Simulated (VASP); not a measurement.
SiO2, 6 atoms in the cell. Symmetry: I-42d, No. 122, tetragonal system. The conventional cell has a = 4.780 Å, b = 4.780 Å, c = 7.538 Å, α = 90.00°, β = 90.00°, γ = 90.00°. Within 2.2 Å of Si (site symmetry -4) lie 4 O at 1.63 Å. Within 2.2 Å of O (site symmetry 2) lie 2 Si at 1.63 Å. 

* Program: VASP 6.6.1
* Task: electric field gradients
* Functional: PBE
* Potentials or basis: VASP PAW PBE potentials, release 64 (Si, O)
* Cutoff: 520 eV
* k mesh: 7 × 7 × 7
* Occupations: fermi-dirac, width 0.03 eV
* Spin: no spin polarisation
* Dipole correction: no
* Further INCAR settings: ALGO = Normal; EDIFF = 1e-08; NBANDS = 25

Potentials or basis: VASP PAW PBE potentials, release 64 (Si, O).

Run with:

```bash
$ cat potpaw_PBE.64/Si/POTCAR potpaw_PBE.64/O/POTCAR > POTCAR
$ mpirun -np 1 vasp_std > vasp.out
```

Hardware: 1 thread of AMD EPYC 9R45 96-Core Processor (Zen 5), with other jobs on the host.

Task: How long does it take, and how much memory?

Result: It took 63 s on 1 thread of AMD EPYC 9R45 96-Core Processor (Zen 5), with other jobs on the host, peak memory 0.23 GiB. Counts: scf iterations 15, k points 40.
